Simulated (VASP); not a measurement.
GePt, 8 atoms in the cell. Symmetry: Pm, No. 6, monoclinic system. Conventional cell: a = 5.741 Å, b = 3.700 Å, c = 6.092 Å, α = 90.00°, β = 90.00°, γ = 90.00°. Ge (site symmetry m) has 6 Pt at 2.41 to 2.83 Å and 2 Ge at 3.01 Å within 3.2 Å. Ge (site symmetry m) has 6 Pt at 2.48 to 2.87 Å and 2 Ge at 3.01 Å within 3.3 Å. Within 3.1 Å of Ge (site symmetry m) lie 6 Pt at 2.24 to 2.70 Å and 2 Ge at 3.01 Å. Ge (site symmetry m) has 6 Pt at 2.36 to 2.75 Å and 2 Ge at 3.01 Å within 3.1 Å. Within 3.2 Å of Pt (site symmetry m) lie 6 Ge at 2.41 to 2.74 Å and 4 Pt at 2.96 to 2.97 Å. Within 3.0 Å of Pt (site symmetry m) lie 6 Ge at 2.24 to 2.87 Å and 4 Pt at 2.96 to 2.97 Å. Within 3.1 Å of Pt (site symmetry m) lie 6 Ge at 2.36 to 2.83 Å and 4 Pt at 2.96 to 2.97 Å. Pt (site symmetry m) has 6 Ge at 2.50 to 2.73 Å and 4 Pt at 2.96 to 2.97 Å within 3.3 Å.  This cell differs from its parent crystal: all Pt atoms moved -0.250 Å, as atom 5 towards its neighbour atom 4 (Ge) at 2.486 Å.

```yaml
Program: VASP 6.6.1
Task: single point
Functional: PBEsol
Potentials_or_basis: VASP PAW PBE potentials, release 64 (Ge_d, Pt)
Cutoff: 520 eV
k_mesh: 8 × 10 × 8
Occupations: gaussian, width 0.15 eV
Spin: no spin polarisation
Dipole_correction: no
Further_INCAR_settings: ALGO = Fast; EDIFF = 1e-06; NBANDS = 58
```

Potentials or basis: VASP PAW PBE potentials, release 64 (Ge_d, Pt).

Run with:

```console
$ cat potpaw_PBE.64/Ge_d/POTCAR potpaw_PBE.64/Pt/POTCAR > POTCAR
$ mpirun -np 1 vasp_std > vasp.out
```

Hardware: 1 thread of Oxide Virtual Turin-like Processor, with other jobs on the host.

Task: How long does it take, and how much memory?

Result: Wall time 22 min on 1 thread of Oxide Virtual Turin-like Processor (shared host), peak memory 1.1 GiB. Counts: scf iterations 15, k points 204.
